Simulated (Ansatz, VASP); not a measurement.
One calculation of Hf, two programs

Contents of INCAR:

```
ALGO = Normal
EDIFF = 1E-6
ENCUT = 520
GGA = PE
ISIF = 2
ISMEAR = -1
LASPH = T
LCHARG = T
LELF = T
LREAL = F
LVHAR = T
LWAVE = F
NBANDS = 11
NELM = 60
PREC = Accurate
SIGMA = 0.03
```

File KPOINTS:

```
k-points
0
Gamma
  13 13 13
```

POSCAR

```
Hf
1.0
    0.0000000000      2.1899963220      2.1899963220
    2.1899963220      0.0000000000      2.1899963220
    2.1899963220      2.1899963220      0.0000000000
Hf
1
Direct
    0.0000000000      0.0000000000      0.0000000000
```

Input for Ansatz:

```yaml
crystal:
  lattice:
    - [0.0, 2.189996322, 2.189996322]
    - [2.189996322, 0.0, 2.189996322]
    - [2.189996322, 2.189996322, 0.0]
  atoms:
    - { symbol: Hf, position: [0.0, 0.0, 0.0] }
kpoints:
  mp_grid: { grid: [13, 13, 13] }
scf:
  occupations: { method: fermi_dirac, width: 0.03 }
hamiltonian:
  xc: pbe
  pseudopotentials: { kind: all_electron, lapw: { basis_error: 0.001 } }
output:
  forces: true
  stress: true
  eigenvalues: true
```

Change from the starting cell: volume scaled by 0.96.

Alike in both runs: task single point; functional PBE; k mesh 13 × 13 × 13; occupations fermi-dirac, width 0.03 eV; no spin polarisation.

|  | VASP | Ansatz |
| --- | --- | --- |
| version | VASP 6.6.1 | Ansatz 0.2.0 |
| potentials or method | VASP PAW PBE potentials, release 64 (Hf_pv), cutoff 520 eV | all-electron LAPW, scalar-relativistic |

|  | VASP | Ansatz | Ansatz less VASP |
| --- | --- | --- | --- |
| pressure (GPa) | 7.9 | 8.3 | +0.47 |

Ansatz ran all-electron here, and VASP with PAW potentials.

Spin-orbit coupling is off throughout.
